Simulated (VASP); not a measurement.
Set up this calculation in VASP 6.6.1, as the native input.

```yaml
Task: single point
Functional: PBEsol
Potentials_or_basis: VASP PAW PBE potentials, release 64 (Ir)
Cutoff: 520 eV
k_mesh: 21 × 21 × 12
Occupations: gaussian, width 0.15 eV
Spin: collinear spin
Starting_moments: "[0.8, 0.8] μB"
Fixed_moment: 1.6 μB
Dipole_correction: no
Further_INCAR_settings: ALGO = Normal; EDIFF = 1e-06; NBANDS = 20
```

The structure of Ir lies in POSCAR:

```
Ir
1.0
    2.7721480674      0.0000000000      0.0000000000
   -1.3860740337      2.4007506494      0.0000000000
    0.0000000000      0.0000000000      4.4945060960
Ir
2
Direct
    0.6666666667      0.3333333333      0.7500000000
    0.3333333333      0.6666666667      0.2500000000
```

This isn't the form of Ir at room conditions, which is fcc.

These files were run (other wordings do the same):

INCAR

```
  PREC = Accurate
  ENCUT = 520
  EDIFF = 1E-6
  ISMEAR = 0
  SIGMA = 0.15
  LREAL = F
  LASPH = T
  NELM = 150
  ALGO = Normal
  ISIF = 2
  LWAVE = F
  LCHARG = F
  ISPIN = 2
  MAGMOM = 0.8 0.8
  LORBIT = 11
  NUPDOWN = 1.6
  LMAXMIX = 4
  GGA = PS
  NBANDS = 20
```

KPOINTS

```
regular mesh
0
Gamma
  21 21 12
```

Potentials or basis: VASP PAW PBE potentials, release 64 (Ir).

Launch:

```console
$ cat potpaw_PBE.64/Ir/POTCAR > POTCAR
$ mpirun -np 1 vasp_std > vasp.out
```

Results of the run:

```json
{
  "Pressure": "-13.7 GPa",
  "Net moment": "1.60 μB per cell",
  "Site moments": "Ir +0.78 μB",
  "Valence electrons inside the program's atomic spheres": "Ir 8.21"
}
```

Caveat: the cell stands under tension; the PAW data sets were made with another functional, which shifts forces and pressure a little; the total moment is fixed, so each spin has its own Fermi level and the state may be an excited one.

It took 120 s on 1 thread of Intel(R) Xeon(R) 6975P-C (Granite Rapids) (shared host), peak memory 0.39 GiB.
